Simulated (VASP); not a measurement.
# Zr2NbN3 (P4/mmm) in VASP: single point with PBE

Aim: the single point of Zr2NbN3 with PBE.

Everything below comes from runs of VASP 6.6.1. Logs are shortened: lines on timing, memory, paths and dates and some standing lists are left out, and cuts for length are marked.

## (1) The cell of the first run

The structure is tetragonal, space group P4/mmm (No. 123). The conventional cell has a = 4.996 Å, b = 4.996 Å, c = 4.066 Å, α = 90.00°, β = 90.00°, γ = 90.00°. Zr (site symmetry mmm) has 2 Nb at 2.50 Å and 8 N at 2.58 to 3.22 Å within 3.3 Å. Within 2.7 Å of Nb (site symmetry 4/mmm) lie 2 N at 2.03 Å and 4 Zr at 2.50 Å. N (site symmetry 4/mmm) has 2 Nb at 2.03 Å within 2.7 Å. N (site symmetry 4mm) has 1 N at 1.30 Å within 1.7 Å.

The cell was generated, and may not be a known phase.

## (2) Single point, PBE

INCAR

```
PREC = Accurate
ENCUT = 1330
EDIFF = 1E-6
ISMEAR = 0
SIGMA = 0.1
LREAL = False
LASPH = True
NELM = 120
ALGO = Normal
ISIF = 2
LWAVE = False
LCHARG = True
GGA = PE
LELF = True
LVHAR = True
NBANDS = 35
GGA_COMPAT = False
```

KPOINTS

```
regular mesh
0
Gamma
  4 4 4
```

POSCAR

```
Zr2NbN3
1.0
    4.9956001572      0.0000000000      0.0000000000
    0.0000000000      4.9956001572      0.0000000000
    0.0000000000      0.0000000000      4.0664819681
Zr Nb N
2 1 3
Direct
    0.5000000000      0.0000000000      0.0000000000
    0.0000000000      0.5000000000      0.0000000000
    0.0000000000      0.0000000000      0.0000000000
    0.0000000000      0.0000000000      0.5000000000
    0.5000000000      0.5000000000      0.1598830789
    0.5000000000      0.5000000000      0.8401169211
```

Potentials or basis: VASP PAW PBE potentials, release 64 (Zr_sv, Nb_sv, N_h).

Launch:

```
cat potpaw_PBE.64/Zr_sv/POTCAR potpaw_PBE.64/Nb_sv/POTCAR potpaw_PBE.64/N_h/POTCAR > POTCAR
mpirun -np 1 vasp_std > vasp.out
```

OUTCAR:

```text
PREC = Accurate
   ENCUT = 1330
   EDIFF = 1E-6
   ISMEAR = 0
   LREAL = False
   LASPH = True
   NELM = 120
   ISIF = 2
   GGA = PE

 ion  position               nearest neighbor table
   1  0.500  0.000  0.000-   3 2.50   3 2.50   6 2.58   5 2.58   6 2.58   5 2.58   2 3.53   2 3.53
                             2 3.53   2 3.53
   2  0.000  0.500  0.000-   3 2.50   3 2.50   6 2.58   5 2.58   5 2.58   6 2.58   1 3.53   1 3.53
                             1 3.53   1 3.53
   3  0.000  0.000  0.000-   4 2.03   4 2.03   1 2.50   2 2.50   2 2.50   1 2.50
   4  0.000  0.000  0.500-   3 2.03   3 2.03
   5  0.500  0.500  0.160-   6 1.30   2 2.58   1 2.58   1 2.58   2 2.58
   6  0.500  0.500  0.840-   5 1.30   2 2.58   1 2.58   1 2.58   2 2.58

  LATTYP: Found a simple tetragonal cell.
 ALAT       =     4.9956001572
 C/A-ratio  =     0.8140126992

  Lattice vectors:

 A1 = (   4.9956001572,   0.0000000000,   0.0000000000)
 A2 = (   0.0000000000,   4.9956001572,   0.0000000000)
 A3 = (   0.0000000000,   0.0000000000,   4.0664819681)

Analysis of symmetry for initial positions (statically):
=====================================================================
 Subroutine PRICEL returns:
 Original cell was already a primitive cell.

 Routine SETGRP: Setting up the symmetry group for a
 simple tetragonal supercell.

 Subroutine GETGRP returns: Found 16 space group operations
 (whereof 16 operations were pure point group operations)
 out of a pool of 16 trial point group operations.

The static configuration has the point symmetry D_4h.

Analysis of symmetry for dynamics (positions and initial velocities):
=====================================================================
 Subroutine PRICEL returns:
 Original cell was already a primitive cell.

 Routine SETGRP: Setting up the symmetry group for a
 simple tetragonal supercell.

 Subroutine GETGRP returns: Found 16 space group operations
 (whereof 16 operations were pure point group operations)
 out of a pool of 16 trial point group operations.

The dynamic configuration has the point symmetry D_4h.

 Subroutine INISYM returns: Found 16 space group operations
 (whereof 16 operations are pure point group operations),
 and found     1 'primitive' translations

----------------------------------------------------------------------------------------

                                     Primitive cell

  volume of cell :     101.4832

  direct lattice vectors                    reciprocal lattice vectors
     4.995600157  0.000000000  0.000000000     0.200176149  0.000000000  0.000000000
     0.000000000  4.995600157  0.000000000     0.000000000  0.200176149  0.000000000
     0.000000000  0.000000000  4.066481968     0.000000000  0.000000000  0.245912808

  length of vectors
     4.995600157  4.995600157  4.066481968     0.200176149  0.200176149  0.245912808

  position of ions in fractional coordinates (direct lattice)
     0.500000000  0.000000000  0.000000000
     0.000000000  0.500000000  0.000000000
     0.000000000  0.000000000  0.000000000
     0.000000000  0.000000000  0.500000000
     0.500000000  0.500000000  0.159883079
     0.500000000  0.500000000  0.840116921

  ion indices of the primitive-cell ions
   primitive index   ion index
                 1           1
                 2           2
                 3           3
                 4           4
                 5           5
                 6           6

----------------------------------------------------------------------------------------

 KPOINTS: regular mesh

Automatic generation of k-mesh.
 Grid dimensions read from file:
 generate k-points for:    4    4    4

 Generating k-lattice:

  Cartesian coordinates                     Fractional coordinates (reciprocal lattice)
     0.050044037  0.000000000  0.000000000     0.250000000  0.000000000  0.000000000
     0.000000000  0.050044037  0.000000000     0.000000000  0.250000000  0.000000000
     0.000000000  0.000000000  0.061478202     0.000000000  0.000000000  0.250000000

  Length of vectors
     0.050044037  0.050044037  0.061478202

  Shift w.r.t. Gamma in fractional coordinates (k-lattice)
     0.000000000  0.000000000  0.000000000

 Subroutine IBZKPT returns following result:
 ===========================================

 Found     18 irreducible k-points:

 Following reciprocal coordinates:
            Coordinates               Weight
  0.000000  0.000000  0.000000      1.000000
  0.250000  0.000000  0.000000      4.000000
  0.500000  0.000000  0.000000      2.000000
  0.250000  0.250000  0.000000      4.000000
  0.500000  0.250000  0.000000      4.000000
  0.500000  0.500000  0.000000      1.000000
[... 10 lines left out ...]
  0.500000  0.250000  0.500000      4.000000
  0.500000  0.500000  0.500000      1.000000
   k-points           NKPTS =     18   k-points in BZ     NKDIM =     18   number of bands    NBANDS=     35
   number of dos      NEDOS =    301   number of ions     NIONS =      6
   total plane-waves  NPLWV = 172800
   dimension x,y,z NGX =    60 NGY =   60 NGZ =   48
   dimension x,y,z NGXF=   120 NGYF=  120 NGZF=   96
   ions per type =               2   1   3
   NGX,Y,Z   is equivalent  to a cutoff of  19.97, 19.97, 19.62 a.u.
   NGXF,Y,Z  is equivalent  to a cutoff of  39.93, 39.93, 39.25 a.u.
 SYSTEM =  unknown system
   PREC   = accura    normal or accurate (medium, high low for compatibility)
   ISTART =      0    job   : 0-new  1-cont  2-samecut
   ICHARG =      2    charge: 1-file 2-atom 10-const
   ISPIN  =      1    spin polarized calculation?
   LNONCOLLINEAR =      F non collinear calculations
   LSORBIT =      F    spin-orbit coupling
   LASPH  =      T    aspherical Exc in radial PAW
   ENCUT  = 1330.0 eV  97.75 Ry    9.89 a.u.  14.85 14.85 12.09*2*pi/ulx,y,z
   NELM   =    120;   NELMIN=  2; NELMDL= -5     # of ELM steps
   EDIFF  = 0.1E-05   stopping-criterion for ELM
   LREAL  =      F    real-space projection
   EDIFFG = 0.1E-04   stopping-criterion for IOM
   NSW    =      0    number of steps for IOM
   IBRION =     -1    ionic relax: 0-MD 1-quasi-New 2-CG
   NFREE  =      0    steps in history (QN), initial steepest desc. (CG)
   ISIF   =      2    stress and relaxation
   ISYM   =      2    0-nonsym 1-usesym 2-fastsym
   POTIM  = 0.5000    time-step for ionic-motion
   TEBEG  =    0.0;   TEEND  =   0.0 temperature during run
   PSTRESS=    0.0 pullay stress
   NELECT =      52.0000    total number of electrons
   NUPDOWN=      -1.0000    fix difference up-down
   EMIN   =  10.00;   EMAX   =-10.00  energy-range for DOS
   EFERMI =   0.00;   METHOD = LEGACY
   ISMEAR =     0;   SIGMA  =   0.10  broadening in eV -4-tet -1-fermi 0-gaus
   EFERMI_NEDOS =   21; number of points for ismear=-14 and -15
   IALGO  =     38    algorithm
   IMIX   =      4    mixing-type and parameters
     AMIX     =   0.40;   BMIX     =  1.00
     AMIX_MAG =   1.60;   BMIX_MAG =  1.00
  volume/ion in A,a.u.               =      16.91       114.14
  Fermi-wavevector in a.u.,A,eV,Ry     =   1.310020  2.475579 23.349666  1.716152
  Thomas-Fermi vector in A             =   2.440579
   LORBIT       =      0    0 simple, 1 ext, 2 COOP (PROOUT), +10 PAW based schemes
   GGA     = PE    functional components
   LHFCALC =     F    Hartree Fock is set to
   AEXX    =    0.0000 exact exchange contribution
   IVDW    =     0    specifies the selected vdW correction
   LEPSILON=     F    determine dielectric tensor
   LRPA    =     F    only Hartree local field effects (RPA)
 non-spin polarized calculation
 Gauss-broadening in eV      SIGMA  =   0.10
  energy-cutoff  :     1330.00
  volume of cell :      101.48
 maximum number of plane-waves:     11200
 NGX is ok and might be reduce to    60
   NGX = 29   NGY = 29   NGZ = 25

 number of electron      52.0000000 magnetization

 Free energy of the ion-electron system (eV)
  ---------------------------------------------------
  ext. energy  EPLUGINS =         0.00000000
  ---------------------------------------------------
  free energy    TOTEN  =       -47.90558355 eV

  energy without entropy =      -47.88488508  energy(sigma->0) =      -47.89523431

 E-fermi :   7.2624     XC(G=0): -10.4640

 val. band max:        7.2388368775   @ k =   0.5000   0.2500   0.2500
 cond. band min:       7.2720921474   @ k =   0.5000   0.0000   0.0000
 fundamental gap:      0.0332552698
 Fermi energy:         7.2623874893

 k-point     1 :       0.0000    0.0000    0.0000
  band No.  band energies     occupation
      1     -47.1337      2.00000
      2     -42.3225      2.00000
      3     -42.3170      2.00000
      4     -24.0768      2.00000
      5     -24.0768      2.00000
      6     -23.3760      2.00000
[... 27 lines left out ...]
     34      11.5537      0.00000
     35      11.6326      0.00000

 k-point     2 :       0.2500    0.0000    0.0000
  band No.  band energies     occupation
      1     -47.1296      2.00000
      2     -42.3329      2.00000
      3     -42.3194      2.00000
      4     -24.0720      2.00000
      5     -23.8206      2.00000
      6     -23.3704      2.00000
[... 27 lines left out ...]
     34      11.1788      0.00000
     35      11.7553      0.00000

 k-point     3 :       0.5000    0.0000    0.0000
  band No.  band energies     occupation
      1     -47.1254      2.00000
      2     -42.3453      2.00000
      3     -42.3196      2.00000
      4     -24.0672      2.00000
      5     -23.5074      2.00000
      6     -23.3648      2.00000
[... 27 lines left out ...]
     34       9.5775      0.00000
     35       9.9672      0.00000
[... 495 lines left out ...]
 k-point    17 :       0.5000    0.2500    0.5000
  band No.  band energies     occupation
      1     -47.1197      2.00000
      2     -42.3435      2.00000
      3     -42.3306      2.00000
      4     -23.8050      2.00000
      5     -23.4969      2.00000
      6     -23.4474      2.00000
[... 27 lines left out ...]
     34      10.1850      0.00000
     35      10.2073      0.00000

 k-point    18 :       0.5000    0.5000    0.5000
  band No.  band energies     occupation
      1     -47.1155      2.00000
      2     -42.3434      2.00000
      3     -42.3434      2.00000
      4     -23.4913      2.00000
      5     -23.4913      2.00000
      6     -23.4414      2.00000
[... 27 lines left out ...]
     34       9.5371      0.00000
     35      10.0878      0.00000

------------------------ aborting loop because EDIFF is reached ----------------------------------------

  FORCE on cell =-STRESS in cart. coord.  units (eV):
  Direction    XX          YY          ZZ          XY          YZ          ZX
  --------------------------------------------------------------------------------------
  -------------------------------------------------------------------------------------
  Total        0.0648882      0.0648882     -0.1253954      0.0000000      0.0000000     -0.0000000
  in kB        1.0244301      1.0244301     -1.9796931      0.0000000      0.0000000     -0.0000000
  external PRESSURE =       0.0230557 kB  Pullay stress =       0.0000000 kB

 VOLUME and BASIS-vectors are now :
 -----------------------------------------------------------------------------
  energy-cutoff  :     1330.00
  volume of cell :      101.48
      direct lattice vectors                 reciprocal lattice vectors
     4.995600157  0.000000000  0.000000000     0.200176149  0.000000000  0.000000000
     0.000000000  4.995600157  0.000000000     0.000000000  0.200176149  0.000000000
     0.000000000  0.000000000  4.066481968     0.000000000  0.000000000  0.245912808

 POSITION                                       TOTAL-FORCE (eV/Angst)
 -----------------------------------------------------------------------------------
      2.49780      0.00000      0.00000         0.000000      0.000000      0.000000
      0.00000      2.49780      0.00000         0.000000      0.000000      0.000000
      0.00000      0.00000      0.00000         0.000000      0.000000      0.000000
      0.00000      0.00000      2.03324         0.000000      0.000000      0.000000
      2.49780      2.49780      0.65016         0.000000     -0.000000      0.028741
      2.49780      2.49780      3.41632         0.000000      0.000000     -0.028741
 -----------------------------------------------------------------------------------
    total drift:                                0.000000     -0.000000     -0.000000

  FREE ENERGIE OF THE ION-ELECTRON SYSTEM (eV)
  ---------------------------------------------------
  free  energy   TOTEN  =       -47.9055835451 eV

  energy  without entropy=      -47.8848850764  energy(sigma->0) =      -47.89523431
```

Wall time 6.6 min (1 thread of Intel Xeon Platinum 8375C at 2.90GHz (Ice Lake), shared host); peak memory 0.59 GiB.

What came out:

| Item | Value |
| --- | --- |
| Free energy | -47.9056 eV |
| Pressure | 0.0 GPa |
| Largest force | 0.029 eV/Å |
| Band gap on the k mesh | zero (bands 26 and 27 overlap by 1.05 eV) |

Forces in eV/Å, atoms in the order of the input:
```
Zr   0.000  0.000  0.000
Zr   0.000  0.000  0.000
Nb   0.000  0.000  0.000
N    0.000  0.000  0.000
N    0.000  0.000  0.029
N    0.000  0.000 -0.029
```

Levels at points of the mesh, in eV from the Fermi level:
| k point | band 22 | band 23 | band 24 | band 25 | band 26 | band 27 | band 28 | band 29 | band 30 | band 31 |
| --- | --- | --- | --- | --- | --- | --- | --- | --- | --- | --- |
| (0.00, 0.00, 0.00) | -2.43 | -2.43 | -2.27 | -2.27 | -1.50 | -0.33 | -0.33 | -0.19 | 0.06 | 2.11 |
| (0.50, 0.00, 0.00) | -1.92 | -1.86 | -1.81 | -0.94 | -0.38 | 0.01 | 0.15 | 0.50 | 0.64 | 1.11 |
| (0.50, 0.50, 0.00) | -0.59 | -0.13 | -0.13 | 0.05 | 0.05 | 0.66 | 1.02 | 1.05 | 1.20 | 1.20 |
| (0.00, 0.00, 0.50) | -3.83 | -3.03 | -3.02 | -1.40 | -1.40 | 1.66 | 1.66 | 1.93 | 2.44 | 2.46 |
| (0.50, 0.00, 0.50) | -3.02 | -1.84 | -1.81 | -0.92 | -0.16 | 1.05 | 1.22 | 1.38 | 1.54 | 1.60 |
| (0.50, 0.50, 0.50) | -0.43 | -0.33 | 0.03 | 0.03 | 0.08 | 0.08 | 1.00 | 1.07 | 1.10 | 1.21 |

Caveat: the k points lie up to 0.39 Å⁻¹ apart, too coarse for converged energies and pressures of a metal.

The gap in the log of VASP goes by the Fermi energy; the results here count the filled bands.